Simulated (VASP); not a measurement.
A run of VASP 6.6.1:

INCAR

```
ALGO     = Normal         # electronic algorithm
EDIFF    = 1E-7           # SCF threshold, eV
ENCUT    = 520            # plane-wave cutoff, eV
GGA      = PE             # functional
ISIF     = 2              # what is computed and relaxed
ISMEAR   = 0              # smearing method
LASPH    = True           # aspherical terms in the spheres
LCHARG   = True           # write CHGCAR
LELF     = True           # ELF
LREAL    = False          # projectors in reciprocal space
LVHAR    = True         
LWAVE    = False          # write WAVECAR
NBANDS   = 25             # bands
NELM     = 80             # most SCF steps
PREC     = Accurate       # precision mode
SIGMA    = 0.1            # smearing width, eV
```

File KPOINTS:

```
k-points
0
Gamma
  6 6 4
```

File POSCAR:

```
TiH3
1.0
    3.1670151736     -0.0000000026      0.0000000000
   -1.5835075846      2.7427155958      0.0000000000
    0.0000000000      0.0000000000      5.5852251352
Ti H
2 6
Direct
    0.3333333333      0.6666666667      0.2500000000
    0.6666666667      0.3333333333      0.7500000000
    0.3333333333      0.6666666667      0.5939703067
    0.3333333333      0.6666666667      0.9060296933
    0.6666666667      0.3333333333      0.4060296933
    0.6666666667      0.3333333333      0.0939703067
    0.0000000000      0.0000000000      0.2500000000
    0.0000000000      0.0000000000      0.7500000000
```

Potentials or basis: VASP PAW PBE potentials, release 64 (Ti_sv, H).

The run is started by

```bash
$ cat potpaw_PBE.64/Ti_sv/POTCAR potpaw_PBE.64/H/POTCAR > POTCAR
$ mpirun -np 1 vasp_std > vasp.out
```

Hardware: 1 thread of Intel(R) Xeon(R) 6975P-C (Granite Rapids) (shared host).

**Question.** Estimate the wall time of this run.

**Answer.** Wall time 10 s on 1 thread of Intel(R) Xeon(R) 6975P-C (Granite Rapids) (shared host), peak memory 0.16 GiB. Counts: scf iterations 13, k points 21.
